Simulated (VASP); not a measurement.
# Al19Cu in VASP: single point with PBE+D3(BJ)

Aim: the single point of Al19Cu with PBE+D3(BJ).

All numbers are computed with VASP 6.6.1; they aren't measurements. Logs are shortened: lines on timing, memory, paths and dates and some standing lists are left out, and cuts for length are marked.

### Step 1. The cell of the first run

The cell holds a slab with vacuum, 20 atoms: a = 5.715 Å, b = 5.715 Å, c = 21.332 Å, α = 90.00°, β = 90.00°, γ = 120.00°.

### Step 2. Single point, PBE+D3(BJ)

The input, INCAR:

```
SYSTEM = Al19Cu
  ALGO = Normal
  DIPOL = 0.5 0.5 0.500
  EDIFF = 1E-6
  ENCUT = 520
  GGA = PE
  GGA_COMPAT = .FALSE.
  IDIPOL = 3
  ISIF = 2
  ISMEAR = 1
  IVDW = 12
  LASPH = .TRUE.
  LCHARG = .FALSE.
  LDIPOL = .TRUE.
  LREAL = .FALSE.
  LWAVE = .FALSE.
  NBANDS = 50
  NELM = 120
  NELMDL = -8
  PREC = Accurate
  SIGMA = 0.1
```

The input, KPOINTS:

```
k-points
0
G
  9 9 1
  0 0 0
```

The input, POSCAR:

```
Al19Cu
1.0
    5.7145624455      0.0000000290      0.0000000000
   -2.8572812479      4.9489562348      0.0000000000
    0.0000000000      0.0000000000     21.3318491085
Al Cu
19 1
Direct
    0.0000000000      0.0000000000      0.2806247265
    0.0015832901      0.5007916450      0.2803923467
    0.4992083550      0.9984167099      0.2803923467
    0.4992083550      0.5007916450      0.2803923467
    0.3334220224      0.1667110112      0.3916693794
    0.3333333333      0.6666666667      0.3910822139
    0.8332889888      0.1667110112      0.3916693794
    0.8332889888      0.6665779776      0.3916693794
    0.6666666667      0.3333333333      0.5010223992
    0.6651339273      0.8325669637      0.5009437414
    0.1674330363      0.3348660727      0.5009437414
    0.1674330363      0.8325669637      0.5009437414
   -0.0014942826      0.4992528587      0.6108979150
    0.0000000000      0.0000000000      0.6085168716
    0.5007471413      0.4992528587      0.6108979150
    0.5007471413      0.0014942826      0.6108979150
    0.3313204292      0.1656602146      0.7201887497
    0.8343397854      0.6686795708      0.7201887497
    0.8343397854      0.1656602146      0.7201887497
    0.3333333333      0.6666666667      0.7064585435
```

Potentials or basis: VASP PAW PBE potentials, release 64 (Al, Cu).

Command:

```console
$ cat potpaw_PBE.64/Al/POTCAR potpaw_PBE.64/Cu/POTCAR > POTCAR
$ mpirun -np 1 vasp_std > vasp.out
```

OUTCAR:

```text
SYSTEM = Al19Cu
   EDIFF = 1E-6
   ENCUT = 520
   GGA = PE
   ISIF = 2
   ISMEAR = 1
   IVDW = 12
   LASPH = .TRUE.
   LREAL = .FALSE.
   NELM = 120
   NELMDL = -8
   PREC = Accurate
 IVDW          = 12

 ion  position               nearest neighbor table
   1  0.000  0.000  0.281-   3 2.86   2 2.86   4 2.86   4 2.86   3 2.86   2 2.86   5 2.89   8 2.89
                             7 2.89
   2  0.002  0.501  0.280-   3 2.84   4 2.84   1 2.86   1 2.86   3 2.87   4 2.87   6 2.88   7 2.89
                             8 2.89
   3  0.499  0.998  0.280-   2 2.84   4 2.84   1 2.86   1 2.86   2 2.87   4 2.87   6 2.88   7 2.89
                             5 2.89
   4  0.499  0.501  0.280-   2 2.84   3 2.84   1 2.86   1 2.86   2 2.87   3 2.87   6 2.88   8 2.89
                             5 2.89
   5  0.333  0.167  0.392-   8 2.86   7 2.86   9 2.86   6 2.86   6 2.86  12 2.86  11 2.86   8 2.86
                             7 2.86   1 2.89   4 2.89   3 2.89
   6  0.333  0.667  0.391-   8 2.86   5 2.86   7 2.86   7 2.86   8 2.86   5 2.86  10 2.86  11 2.86
                            12 2.86   2 2.88   3 2.88   4 2.88
   7  0.833  0.167  0.392-   5 2.86   8 2.86   9 2.86   6 2.86   6 2.86  11 2.86  10 2.86   5 2.86
                             8 2.86   1 2.89   3 2.89   2 2.89
   8  0.833  0.667  0.392-   5 2.86   7 2.86   9 2.86   6 2.86   6 2.86  12 2.86  10 2.86   5 2.86
                             7 2.86   1 2.89   4 2.89   2 2.89
   9  0.667  0.333  0.501-   7 2.86   5 2.86   8 2.86  11 2.86  10 2.86  12 2.86  12 2.86  11 2.86
[... 9 lines left out ...]
  14  0.000  0.000  0.609-  12 2.83  10 2.83  11 2.83  15 2.86  15 2.86  16 2.86  16 2.86  13 2.86
                            13 2.86  17 2.89  18 2.89  19 2.89
  15  0.501  0.499  0.611-  20 2.63  13 2.84  16 2.84  18 2.86  17 2.86  14 2.86  14 2.86   9 2.86
                            11 2.87  10 2.87  13 2.87  16 2.87
  16  0.501  0.001  0.611-  20 2.63  13 2.84  15 2.84  19 2.86  17 2.86  14 2.86  14 2.86   9 2.86
                            10 2.87  12 2.87  13 2.87  15 2.87
  17  0.331  0.166  0.720-  18 2.84  19 2.84  15 2.86  16 2.86  20 2.87  20 2.87  18 2.87  19 2.87
                            14 2.89
  18  0.834  0.669  0.720-  17 2.84  19 2.84  15 2.86  13 2.86  20 2.87  20 2.87  17 2.87  19 2.87
                            14 2.89
  19  0.834  0.166  0.720-  17 2.84  18 2.84  16 2.86  13 2.86  20 2.87  20 2.87  17 2.87  18 2.87
                            14 2.89
  20  0.333  0.667  0.706-  13 2.63  16 2.63  15 2.63  18 2.87  17 2.87  19 2.87  19 2.87  18 2.87
                            17 2.87

  LATTYP: Found a hexagonal cell.
 ALAT       =     5.7145624455
 C/A-ratio  =     3.7328928176

  Lattice vectors:

 A1 = (   5.7145624455,   0.0000000290,   0.0000000000)
 A2 = (  -2.8572812479,   4.9489562348,   0.0000000000)
 A3 = (   0.0000000000,   0.0000000000,  21.3318491085)

Analysis of symmetry for initial positions (statically):
=====================================================================
 Subroutine PRICEL returns:
 Original cell was already a primitive cell.

 Routine SETGRP: Setting up the symmetry group for a
 hexagonal supercell.

 Subroutine GETGRP returns: Found  6 space group operations
 (whereof  6 operations were pure point group operations)
 out of a pool of 24 trial point group operations.

The static configuration has the point symmetry C_3v.

Analysis of symmetry for dynamics (positions and initial velocities):
=====================================================================
 Subroutine PRICEL returns:
 Original cell was already a primitive cell.

 Routine SETGRP: Setting up the symmetry group for a
 hexagonal supercell.

 Subroutine GETGRP returns: Found  6 space group operations
 (whereof  6 operations were pure point group operations)
 out of a pool of 24 trial point group operations.

The dynamic configuration has the point symmetry C_3v.

 Subroutine INISYM returns: Found  6 space group operations
 (whereof  6 operations are pure point group operations),
 and found     1 'primitive' translations

----------------------------------------------------------------------------------------

                                     Primitive cell

  volume of cell :     603.2886

  direct lattice vectors                    reciprocal lattice vectors
     5.714562446  0.000000029  0.000000000     0.174991525  0.101031405  0.000000000
    -2.857281248  4.948956235  0.000000000    -0.000000001  0.202062809  0.000000000
     0.000000000  0.000000000 21.331849108     0.000000000  0.000000000  0.046878261

  length of vectors
     5.714562446  5.714562446 21.331849108     0.202062809  0.202062809  0.046878261

  position of ions in fractional coordinates (direct lattice)
     0.000000000  0.000000000  0.280624727
     0.001583290  0.500791645  0.280392347
     0.499208355  0.998416710  0.280392347
     0.499208355  0.500791645  0.280392347
     0.333422022  0.166711011  0.391669379
     0.333333333  0.666666667  0.391082214
[... 12 lines left out ...]
     0.834339785  0.165660215  0.720188750
     0.333333333  0.666666667  0.706458543

  ion indices of the primitive-cell ions
   primitive index   ion index
                 1           1
                 2           2
                 3           3
                 4           4
                 5           5
                 6           6
[... 12 lines left out ...]
                19          19
                20          20

----------------------------------------------------------------------------------------

 KPOINTS: k-points

Automatic generation of k-mesh.
 Grid dimensions read from file:
 generate k-points for:    9    9    1

 Generating k-lattice:

  Cartesian coordinates                     Fractional coordinates (reciprocal lattice)
     0.019443503  0.011225712  0.000000000     0.111111111  0.000000000  0.000000000
    -0.000000000  0.022451423  0.000000000     0.000000000  0.111111111  0.000000000
     0.000000000  0.000000000  0.046878261     0.000000000  0.000000000  1.000000000

  Length of vectors
     0.022451423  0.022451423  0.046878261

  Shift w.r.t. Gamma in fractional coordinates (k-lattice)
     0.000000000  0.000000000  0.000000000

 Subroutine IBZKPT returns following result:
 ===========================================

 Found     12 irreducible k-points:

 Following reciprocal coordinates:
            Coordinates               Weight
  0.000000  0.000000  0.000000      1.000000
  0.111111  0.000000  0.000000      6.000000
  0.222222  0.000000  0.000000      6.000000
  0.333333  0.000000  0.000000      6.000000
  0.444444  0.000000  0.000000      6.000000
  0.111111  0.111111  0.000000      6.000000
  0.222222  0.111111  0.000000     12.000000
  0.333333  0.111111  0.000000     12.000000
  0.444444  0.111111  0.000000      6.000000
  0.222222  0.222222  0.000000      6.000000
  0.333333  0.222222  0.000000     12.000000
  0.333333  0.333333  0.000000      2.000000
   k-points           NKPTS =     12   k-points in BZ     NKDIM =     12   number of bands    NBANDS=     50
   number of dos      NEDOS =    301   number of ions     NIONS =     20
   total plane-waves  NPLWV = 368640
   dimension x,y,z NGX =    48 NGY =   48 NGZ =  160
   dimension x,y,z NGXF=    96 NGYF=   96 NGZF=  320
   ions per type =              19   1
   NGX,Y,Z   is equivalent  to a cutoff of  13.96, 13.96, 12.47 a.u.
   NGXF,Y,Z  is equivalent  to a cutoff of  27.93, 27.93, 24.94 a.u.
 SYSTEM =  Al19Cu
   PREC   = accura    normal or accurate (medium, high low for compatibility)
   ISTART =      0    job   : 0-new  1-cont  2-samecut
   ICHARG =      2    charge: 1-file 2-atom 10-const
   ISPIN  =      1    spin polarized calculation?
   LNONCOLLINEAR =      F non collinear calculations
   LSORBIT =      F    spin-orbit coupling
   LASPH  =      T    aspherical Exc in radial PAW
   ENCUT  =  520.0 eV  38.22 Ry    6.18 a.u.  10.63 10.63 39.66*2*pi/ulx,y,z
   NELM   =    120;   NELMIN=  2; NELMDL= -8     # of ELM steps
   EDIFF  = 0.1E-05   stopping-criterion for ELM
   LREAL  =      F    real-space projection
   EDIFFG = 0.1E-04   stopping-criterion for IOM
   NSW    =      0    number of steps for IOM
   IBRION =     -1    ionic relax: 0-MD 1-quasi-New 2-CG
   NFREE  =      0    steps in history (QN), initial steepest desc. (CG)
   ISIF   =      2    stress and relaxation
   ISYM   =      2    0-nonsym 1-usesym 2-fastsym
   POTIM  = 0.5000    time-step for ionic-motion
   TEBEG  =    0.0;   TEEND  =   0.0 temperature during run
   PSTRESS=    0.0 pullay stress
   NELECT =      68.0000    total number of electrons
   NUPDOWN=      -1.0000    fix difference up-down
   EMIN   =  10.00;   EMAX   =-10.00  energy-range for DOS
   EFERMI =   0.00;   METHOD = LEGACY
   ISMEAR =     1;   SIGMA  =   0.10  broadening in eV -4-tet -1-fermi 0-gaus
   EFERMI_NEDOS =   21; number of points for ismear=-14 and -15
   IALGO  =     38    algorithm
   IMIX   =      4    mixing-type and parameters
     AMIX     =   0.40;   BMIX     =  1.00
     AMIX_MAG =   1.60;   BMIX_MAG =  1.00
  volume/ion in A,a.u.               =      30.16       203.56
  Fermi-wavevector in a.u.,A,eV,Ry     =   0.790805  1.494405  8.508711  0.625373
  Thomas-Fermi vector in A             =   1.896220
   LORBIT       =      0    0 simple, 1 ext, 2 COOP (PROOUT), +10 PAW based schemes
   GGA     = PE    functional components
   LHFCALC =     F    Hartree Fock is set to
   AEXX    =    0.0000 exact exchange contribution
   IVDW    =    12    specifies the selected vdW correction
   LEPSILON=     F    determine dielectric tensor
   LRPA    =     F    only Hartree local field effects (RPA)
 non-spin polarized calculation
 Methfessel and Paxton  Order N= 1 SIGMA  =   0.10
  energy-cutoff  :      520.00
  volume of cell :      603.29
 maximum number of plane-waves:     16297
 NGX is ok and might be reduce to    48
   NGX = 21   NGY = 21   NGZ = 79

 dipolmoment           0.000000      0.000000     -0.015671 electrons x Angstroem

 number of electron      68.0000017 magnetization

 dipolmoment           0.000000      0.000000      0.005002 electrons x Angstroem

 Free energy of the ion-electron system (eV)
  ---------------------------------------------------
  ext. energy  EPLUGINS =         0.00000000
  ---------------------------------------------------
  free energy    TOTEN  =       -72.02215691 eV

  energy without entropy =      -72.02640141  energy(sigma->0) =      -72.02357174

 E-fermi :   2.4719     XC(G=0):  -6.4480

 val. band max:        2.4383149617   @ k =   0.1111   0.0000   0.0000
 cond. band min:       2.4917990515   @ k =   0.4444   0.0000   0.0000
 fundamental gap:      0.0534840898
 Fermi energy:         2.4719004694

 k-point     1 :       0.0000    0.0000    0.0000
  band No.  band energies     occupation
      1      -8.3744      2.00000
      2      -7.6088      2.00000
      3      -6.4494      2.00000
      4      -4.9470      2.00000
      5      -3.0949      2.00000
      6      -2.5494      2.00000
[... 577 lines left out ...]
     45       5.2347      0.00000
     46       5.2674      0.00000
 [bands above 46 left out]

------------------------ aborting loop because EDIFF is reached ----------------------------------------

 vacuum level on the upper side and lower side of the slab       (xc-potential included)        -0.316        -0.365

 Edisp (eV)   -5.46755

 E8    (eV) :    -2.5019

  FORCE on cell =-STRESS in cart. coord.  units (eV):
  Direction    XX          YY          ZZ          XY          YZ          ZX
  --------------------------------------------------------------------------------------
  -------------------------------------------------------------------------------------
  Total     -13.44223   -13.44223    -4.27751     0.00000    -0.00000     0.00000
  in kB     -35.69905   -35.69905   -11.35996     0.00000    -0.00000     0.00000
  external pressure =      -27.59 kB  Pullay stress =        0.00 kB

 VOLUME and BASIS-vectors are now :
 -----------------------------------------------------------------------------
  energy-cutoff  :      520.00
  volume of cell :      603.29
      direct lattice vectors                 reciprocal lattice vectors
     5.714562446  0.000000029  0.000000000     0.174991525  0.101031405  0.000000000
    -2.857281248  4.948956235  0.000000000    -0.000000001  0.202062809  0.000000000
     0.000000000  0.000000000 21.331849108     0.000000000  0.000000000  0.046878261

 POSITION                                       TOTAL-FORCE (eV/Angst)
 -----------------------------------------------------------------------------------
      0.00000      0.00000      5.98624         0.000000      0.000000      0.086701
     -1.42185      2.47840      5.98129         0.000963      0.000556      0.088348
     -0.00000      4.94112      5.98129         0.000000     -0.001113      0.088348
      1.42185      2.47840      5.98129        -0.000963      0.000556      0.088348
      1.42902      0.82505      8.35503        -0.001176     -0.000679      0.044429
     -0.00000      3.29930      8.34251         0.000000      0.000000      0.047690
[... 12 lines left out ...]
      4.29455      0.81985     15.36296        -0.000019      0.000011     -0.089909
     -0.00000      3.29930     15.07007         0.000000      0.000000     -0.072613
 -----------------------------------------------------------------------------------
    total drift:                               -0.000000     -0.000000     -0.001100

  FREE ENERGIE OF THE ION-ELECTRON SYSTEM (eV)
  ---------------------------------------------------
  free  energy   TOTEN  =       -77.4897117541 eV

  energy  without entropy=      -77.4939562469  energy(sigma->0) =      -77.49112659

 vacuum level on the upper side and lower side of the slab         6.308         6.260
```

It took 37 min on 1 thread of Intel Xeon 8259CL, shared host; peak memory 0.85 GiB.

Results:

```
Free energy                : -77.4897 eV
Largest force              : 0.090 eV/Å
Band gap on the k mesh     : zero (bands 34 and 35 overlap by 1.70 eV)
Dispersion energy per atom : -0.273 eV
```

Forces in eV/Å, atoms in the order of the input:
```
Al   0.000  0.000  0.087
Al   0.001  0.001  0.088
Al   0.000 -0.001  0.088
Al  -0.001  0.001  0.088
Al  -0.001 -0.001  0.044
Al   0.000  0.000  0.048
Al   0.001 -0.001  0.044
Al   0.000  0.001  0.044
Al   0.000  0.000  0.002
Al   0.000  0.000  0.002
Al   0.000 -0.001  0.002
Al   0.000  0.000  0.002
Al  -0.006 -0.004 -0.053
Al   0.000  0.000 -0.042
Al   0.006 -0.004 -0.053
Al   0.000  0.007 -0.053
Al   0.000  0.000 -0.090
Al   0.000  0.000 -0.090
Al   0.000  0.000 -0.090
Cu   0.000  0.000 -0.073
```

The gap in the log of VASP goes by the Fermi energy; the results here count the filled bands.